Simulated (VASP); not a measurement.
Here is a VASP 6.6.1 calculation.

Contents of INCAR:

```
SYSTEM = PtS2
PREC = Accurate
ENCUT = 520
EDIFF = 1E-6
ISMEAR = 0
SIGMA = 0.05
LREAL = .False.
LASPH = .True.
NELM = 60
ALGO = Normal
ISIF = 2
LWAVE = .False.
LCHARG = .False.
GGA = PE
NBANDS = 18
```

Contents of KPOINTS:

```
Automatic mesh
0
Gamma
  12 12 8
  0 0 0
```

The input POSCAR:

```
PtS2
1.0
    3.4546194889      0.0000000000      0.0000000000
   -1.7273097444      2.9917882378      0.0000000000
    0.0000000000      0.0000000000      5.1647700000
Pt S
1 2
Direct
    0.0000000000      0.0000000000      0.0000000000
    0.3333333333      0.6666666667      0.2500000000
    0.6666666667      0.3333333333      0.7500000000
```

Potentials or basis: VASP PAW PBE potentials, release 64 (Pt, S).

Launch:

```sh
$ cat potpaw_PBE.64/Pt/POTCAR potpaw_PBE.64/S/POTCAR > POTCAR
$ mpirun -np 1 vasp_std > vasp.out
```

(1) What does it give for the pressure?

(2) Predict the largest force.

## Answers

(1) 7.7 GPa.

(2) 0.161 eV/Å.

Caveat: the cell differs from its parent crystal (strain -0.025 along x and y, +0.025 along z).
